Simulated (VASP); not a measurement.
# Na2S (Fm-3m) in VASP: a series of runs

The runs below take Na2S through single point, relaxation of cell and atoms, with PBE+D3(BJ).

All numbers are computed with VASP 6.6.1; they aren't measurements. Logs are shortened: lines on timing, memory, paths and dates and some standing lists are left out, and cuts for length are marked.

### Step 1. The cell of the first run

Symmetry: Fm-3m, No. 225, cubic system. The conventional cell has a = 6.498 Å, b = 6.498 Å, c = 6.498 Å, α = 90.00°, β = 90.00°, γ = 90.00°. Na (site symmetry -43m) has 4 S at 2.81 Å and 6 Na at 3.25 Å within 3.7 Å. Within 3.7 Å of S (site symmetry m-3m) lie 8 Na at 2.81 Å.

### Step 2. Single point, PBE+D3(BJ)

Input file INCAR:

```
SYSTEM = Na2S
  ALGO = Normal
  EDIFF = 1E-6
  ENCUT = 500
  GGA = PE
  GGA_COMPAT = .False.
  ISIF = 2
  ISMEAR = 0
  IVDW = 12
  LASPH = .True.
  LCHARG = .False.
  LREAL = .False.
  LWAVE = .False.
  NBANDS = 17
  NELM = 120
  PREC = Accurate
  SIGMA = 0.1
```

Input file KPOINTS:

```
k-points
0
Gamma
  4 4 4
  0 0 0
```

Input file POSCAR:

```
Na2S
1.0
    0.0000000000      3.2491545700      3.2491545700
    3.2491545700      0.0000000000      3.2491545700
    3.2491545700      3.2491545700      0.0000000000
Na S
2 1
Direct
    0.2500000000      0.2500000000      0.2500000000
    0.7500000000      0.7500000000      0.7500000000
    0.0000000000      0.0000000000      0.0000000000
```

Potentials or basis: VASP PAW PBE potentials, release 64 (Na_pv, S).

Command:

```bash
> cat potpaw_PBE.64/Na_pv/POTCAR potpaw_PBE.64/S/POTCAR > POTCAR
> mpirun -np 1 vasp_std > vasp.out
```

OUTCAR:

```text
SYSTEM = Na2S
   EDIFF = 1E-6
   ENCUT = 500
   GGA = PE
   ISIF = 2
   ISMEAR = 0
   IVDW = 12
   LASPH = .True.
   LREAL = .False.
   NELM = 120
   PREC = Accurate
 IVDW          = 12

 ion  position               nearest neighbor table
   1  0.250  0.250  0.250-
   2  0.750  0.750  0.750-
   3  0.000  0.000  0.000-

  LATTYP: Found a face centered cubic cell.
 ALAT       =     6.4983091400

  Lattice vectors:

 A1 = (   0.0000000000,   3.2491545700,   3.2491545700)
 A2 = (   3.2491545700,   0.0000000000,   3.2491545700)
 A3 = (   3.2491545700,   3.2491545700,   0.0000000000)

Analysis of symmetry for initial positions (statically):
=====================================================================
 Subroutine PRICEL returns:
 Original cell was already a primitive cell.

 Routine SETGRP: Setting up the symmetry group for a
 face centered cubic supercell.

 Subroutine GETGRP returns: Found 48 space group operations
 (whereof 48 operations were pure point group operations)
 out of a pool of 48 trial point group operations.

The static configuration has the point symmetry O_h .

Analysis of symmetry for dynamics (positions and initial velocities):
=====================================================================
 Subroutine PRICEL returns:
 Original cell was already a primitive cell.

 Routine SETGRP: Setting up the symmetry group for a
 face centered cubic supercell.

 Subroutine GETGRP returns: Found 48 space group operations
 (whereof 48 operations were pure point group operations)
 out of a pool of 48 trial point group operations.

The dynamic configuration has the point symmetry O_h .

 Subroutine INISYM returns: Found 48 space group operations
 (whereof 48 operations are pure point group operations),
 and found     1 'primitive' translations

----------------------------------------------------------------------------------------

                                     Primitive cell

  volume of cell :      68.6027

  direct lattice vectors                    reciprocal lattice vectors
     0.000000000  3.249154570  3.249154570    -0.153886185  0.153886185  0.153886185
     3.249154570  0.000000000  3.249154570     0.153886185 -0.153886185  0.153886185
     3.249154570  3.249154570  0.000000000     0.153886185  0.153886185 -0.153886185

  length of vectors
     4.594998459  4.594998459  4.594998459     0.266538690  0.266538690  0.266538690

  position of ions in fractional coordinates (direct lattice)
     0.250000000  0.250000000  0.250000000
     0.750000000  0.750000000  0.750000000
     0.000000000  0.000000000  0.000000000

  ion indices of the primitive-cell ions
   primitive index   ion index
                 1           1
                 2           2
                 3           3

----------------------------------------------------------------------------------------

 KPOINTS: k-points

Automatic generation of k-mesh.
 Grid dimensions read from file:
 generate k-points for:    4    4    4

 Generating k-lattice:

  Cartesian coordinates                     Fractional coordinates (reciprocal lattice)
    -0.038471546  0.038471546  0.038471546     0.250000000  0.000000000  0.000000000
     0.038471546 -0.038471546  0.038471546     0.000000000  0.250000000  0.000000000
     0.038471546  0.038471546 -0.038471546     0.000000000  0.000000000  0.250000000

  Length of vectors
     0.066634673  0.066634673  0.066634673

  Shift w.r.t. Gamma in fractional coordinates (k-lattice)
     0.000000000  0.000000000  0.000000000

 Subroutine IBZKPT returns following result:
 ===========================================

 Found      8 irreducible k-points:

 Following reciprocal coordinates:
            Coordinates               Weight
  0.000000  0.000000  0.000000      1.000000
  0.250000  0.000000  0.000000      8.000000
  0.500000  0.000000  0.000000      4.000000
  0.250000  0.250000  0.000000      6.000000
  0.500000  0.250000  0.000000     24.000000
 -0.250000  0.250000  0.000000     12.000000
  0.500000  0.500000  0.000000      3.000000
 -0.250000  0.500000  0.250000      6.000000
   k-points           NKPTS =      8   k-points in BZ     NKDIM =      8   number of bands    NBANDS=     17
   number of dos      NEDOS =    301   number of ions     NIONS =      3
   total plane-waves  NPLWV =  46656
   dimension x,y,z NGX =    36 NGY =   36 NGZ =   36
   dimension x,y,z NGXF=    72 NGYF=   72 NGZF=   72
   ions per type =               2   1
   NGX,Y,Z   is equivalent  to a cutoff of  13.02, 13.02, 13.02 a.u.
   NGXF,Y,Z  is equivalent  to a cutoff of  26.05, 26.05, 26.05 a.u.
 SYSTEM =  Na2S
   PREC   = accura    normal or accurate (medium, high low for compatibility)
   ISTART =      0    job   : 0-new  1-cont  2-samecut
   ICHARG =      2    charge: 1-file 2-atom 10-const
   ISPIN  =      1    spin polarized calculation?
   LNONCOLLINEAR =      F non collinear calculations
   LSORBIT =      F    spin-orbit coupling
   LASPH  =      T    aspherical Exc in radial PAW
   ENCUT  =  500.0 eV  36.75 Ry    6.06 a.u.   8.38  8.38  8.38*2*pi/ulx,y,z
   NELM   =    120;   NELMIN=  2; NELMDL= -5     # of ELM steps
   EDIFF  = 0.1E-05   stopping-criterion for ELM
   LREAL  =      F    real-space projection
   EDIFFG = 0.1E-04   stopping-criterion for IOM
   NSW    =      0    number of steps for IOM
   IBRION =     -1    ionic relax: 0-MD 1-quasi-New 2-CG
   NFREE  =      0    steps in history (QN), initial steepest desc. (CG)
   ISIF   =      2    stress and relaxation
   ISYM   =      2    0-nonsym 1-usesym 2-fastsym
   POTIM  = 0.5000    time-step for ionic-motion
   TEBEG  =    0.0;   TEEND  =   0.0 temperature during run
   PSTRESS=    0.0 pullay stress
   NELECT =      20.0000    total number of electrons
   NUPDOWN=      -1.0000    fix difference up-down
   EMIN   =  10.00;   EMAX   =-10.00  energy-range for DOS
   EFERMI =   0.00;   METHOD = LEGACY
   ISMEAR =     0;   SIGMA  =   0.10  broadening in eV -4-tet -1-fermi 0-gaus
   EFERMI_NEDOS =   21; number of points for ismear=-14 and -15
   IALGO  =     38    algorithm
   IMIX   =      4    mixing-type and parameters
     AMIX     =   0.40;   BMIX     =  1.00
     AMIX_MAG =   1.60;   BMIX_MAG =  1.00
  volume/ion in A,a.u.               =      22.87       154.32
  Fermi-wavevector in a.u.,A,eV,Ry     =   1.085520  2.051335 16.032472  1.178353
  Thomas-Fermi vector in A             =   2.221635
   LORBIT       =      0    0 simple, 1 ext, 2 COOP (PROOUT), +10 PAW based schemes
   GGA     = PE    functional components
   LHFCALC =     F    Hartree Fock is set to
   AEXX    =    0.0000 exact exchange contribution
   IVDW    =    12    specifies the selected vdW correction
   LEPSILON=     F    determine dielectric tensor
   LRPA    =     F    only Hartree local field effects (RPA)
 non-spin polarized calculation
 Gauss-broadening in eV      SIGMA  =   0.10
  energy-cutoff  :      500.00
  volume of cell :       68.60
 maximum number of plane-waves:      1807
 NGX is ok and might be reduce to    36
   NGX = 17   NGY = 17   NGZ = 17

 number of electron      19.9999984 magnetization

 Free energy of the ion-electron system (eV)
  ---------------------------------------------------
  ext. energy  EPLUGINS =         0.00000000
  ---------------------------------------------------
  free energy    TOTEN  =        -9.96523137 eV

  energy without entropy =       -9.96523137  energy(sigma->0) =       -9.96523137

 E-fermi :   0.8156     XC(G=0):  -7.8944

 val. band max:        0.2773129527   @ k =   0.0000   0.0000   0.0000
 cond. band min:       2.8262126373   @ k =   0.0000   0.0000   0.0000
 fundamental gap:      2.5488996846
 Fermi energy:         0.8155897439

 k-point     1 :       0.0000    0.0000    0.0000
  band No.  band energies     occupation
      1     -21.9289      2.00000
      2     -21.9289      2.00000
      3     -21.9289      2.00000
      4     -21.8719      2.00000
      5     -21.8719      2.00000
      6     -21.8719      2.00000
      7      -9.8908      2.00000
      8       0.2773      2.00000
      9       0.2773      2.00000
     10       0.2773      2.00000
     11       2.8262      0.00000
     12       8.0846      0.00000
     13       8.0846      0.00000
     14       8.0846      0.00000
     15       9.6768      0.00000
     16       9.6768      0.00000
     17      11.6046      0.00000

 k-point     2 :       0.2500    0.0000    0.0000
  band No.  band energies     occupation
      1     -21.9235      2.00000
      2     -21.9211      2.00000
      3     -21.9211      2.00000
      4     -21.8841      2.00000
      5     -21.8807      2.00000
      6     -21.8807      2.00000
      7      -9.7643      2.00000
      8      -0.7417      2.00000
      9       0.2090      2.00000
     10       0.2090      2.00000
     11       4.1952      0.00000
     12       7.4054      0.00000
     13       7.9886      0.00000
     14       7.9886      0.00000
     15       9.4858      0.00000
     16       9.4858      0.00000
     17      10.7031      0.00000

 k-point     3 :       0.5000    0.0000    0.0000
  band No.  band energies     occupation
      1     -21.9100      2.00000
      2     -21.9043      2.00000
      3     -21.9022      2.00000
      4     -21.9022      2.00000
      5     -21.9005      2.00000
      6     -21.9005      2.00000
      7      -9.6314      2.00000
      8      -1.3969      2.00000
      9       0.1448      2.00000
     10       0.1448      2.00000
     11       5.1468      0.00000
     12       6.8070      0.00000
     13       7.4684      0.00000
     14       7.4684      0.00000
     15      11.6197      0.00000
     16      11.7616      0.00000
     17      11.7616      0.00000

 k-point     4 :       0.2500    0.2500    0.0000
  band No.  band energies     occupation
      1     -21.9349      2.00000
      2     -21.9349      2.00000
      3     -21.9147      2.00000
      4     -21.8931      2.00000
      5     -21.8680      2.00000
      6     -21.8680      2.00000
      7      -9.7233      2.00000
      8      -0.7130      2.00000
      9       0.0320      2.00000
     10       0.0320      2.00000
     11       4.4143      0.00000
     12       7.0665      0.00000
     13       7.3892      0.00000
     14       8.8764      0.00000
     15       8.8764      0.00000
     16      10.5026      0.00000
     17      12.8574      0.00000

 k-point     5 :       0.5000    0.2500    0.0000
  band No.  band energies     occupation
      1     -21.9410      2.00000
      2     -21.9308      2.00000
      3     -21.9290      2.00000
      4     -21.8764      2.00000
      5     -21.8748      2.00000
      6     -21.8700      2.00000
      7      -9.5919      2.00000
      8      -1.1089      2.00000
      9      -0.3535      2.00000
     10      -0.0301      2.00000
     11       5.0659      0.00000
     12       6.6425      0.00000
     13       7.6642      0.00000
     14       8.5290      0.00000
     15       9.7833      0.00000
     16      11.8612      0.00000
     17      12.4316      0.00000

 k-point     6 :      -0.2500    0.2500    0.0000
  band No.  band energies     occupation
      1     -21.9422      2.00000
      2     -21.9109      2.00000
      3     -21.9063      2.00000
      4     -21.8994      2.00000
      5     -21.8964      2.00000
      6     -21.8643      2.00000
      7      -9.6349      2.00000
      8      -1.0036      2.00000
      9      -0.3951      2.00000
     10       0.1392      2.00000
     11       5.5614      0.00000
     12       6.3384      0.00000
     13       7.5452      0.00000
     14       8.0905      0.00000
     15       9.4165      0.00000
     16      11.3061      0.00000
     17      12.3545      0.00000

 k-point     7 :       0.5000    0.5000    0.0000
  band No.  band energies     occupation
      1     -21.9571      2.00000
      2     -21.9409      2.00000
      3     -21.9409      2.00000
      4     -21.8641      2.00000
      5     -21.8641      2.00000
      6     -21.8572      2.00000
      7      -9.5503      2.00000
      8      -1.2214      2.00000
      9      -0.1865      2.00000
     10      -0.1865      2.00000
     11       4.1310      0.00000
     12       6.3383      0.00000
     13       8.8908      0.00000
     14      10.1763      0.00000
     15      10.1763      0.00000
     16      12.1429      0.00000
     17      12.4105      0.00000

 k-point     8 :      -0.2500    0.5000    0.2500
  band No.  band energies     occupation
      1     -21.9518      2.00000
      2     -21.9461      2.00000
      3     -21.9027      2.00000
      4     -21.9027      2.00000
      5     -21.8611      2.00000
      6     -21.8603      2.00000
      7      -9.5491      2.00000
      8      -0.7588      2.00000
      9      -0.7588      2.00000
     10      -0.3125      2.00000
     11       5.1092      0.00000
     12       7.5925      0.00000
     13       7.5925      0.00000
     14       7.6450      0.00000
     15      10.9828      0.00000
     16      10.9828      0.00000
     17      12.3686      0.00000

------------------------ aborting loop because EDIFF is reached ----------------------------------------

 Edisp (eV)   -0.71968

 E8    (eV) :    -0.3186

  FORCE on cell =-STRESS in cart. coord.  units (eV):
  Direction    XX          YY          ZZ          XY          YZ          ZX
  --------------------------------------------------------------------------------------
  -------------------------------------------------------------------------------------
  Total      -0.34161    -0.34161    -0.34161    -0.00000    -0.00000    -0.00000
  in kB      -7.97802    -7.97802    -7.97802    -0.00000    -0.00000    -0.00000
  external pressure =       -7.98 kB  Pullay stress =        0.00 kB

 VOLUME and BASIS-vectors are now :
 -----------------------------------------------------------------------------
  energy-cutoff  :      500.00
  volume of cell :       68.60
      direct lattice vectors                 reciprocal lattice vectors
     0.000000000  3.249154570  3.249154570    -0.153886185  0.153886185  0.153886185
     3.249154570  0.000000000  3.249154570     0.153886185 -0.153886185  0.153886185
     3.249154570  3.249154570  0.000000000     0.153886185  0.153886185 -0.153886185

 POSITION                                       TOTAL-FORCE (eV/Angst)
 -----------------------------------------------------------------------------------
      1.62458      1.62458      1.62458         0.000000      0.000000     -0.000000
      4.87373      4.87373      4.87373        -0.000000     -0.000000      0.000000
      0.00000      0.00000      0.00000         0.000000      0.000000      0.000000
 -----------------------------------------------------------------------------------
    total drift:                                0.000000      0.000000      0.000000

  FREE ENERGIE OF THE ION-ELECTRON SYSTEM (eV)
  ---------------------------------------------------
  free  energy   TOTEN  =       -10.6849142510 eV

  energy  without entropy=      -10.6849142510  energy(sigma->0) =      -10.68491425
```

It took 8.7 s on 1 thread of Intel Xeon Platinum 8488C (Sapphire Rapids), shared host; peak memory 0.2 GiB.

What came out:

```yaml
Free_energy: -10.6849 eV
Pressure: -0.8 GPa
Band_gap_on_the_k_mesh: 2.55 eV
Dispersion_energy_per_atom: -0.240 eV
```

(Part 1 of 2 ends here.)
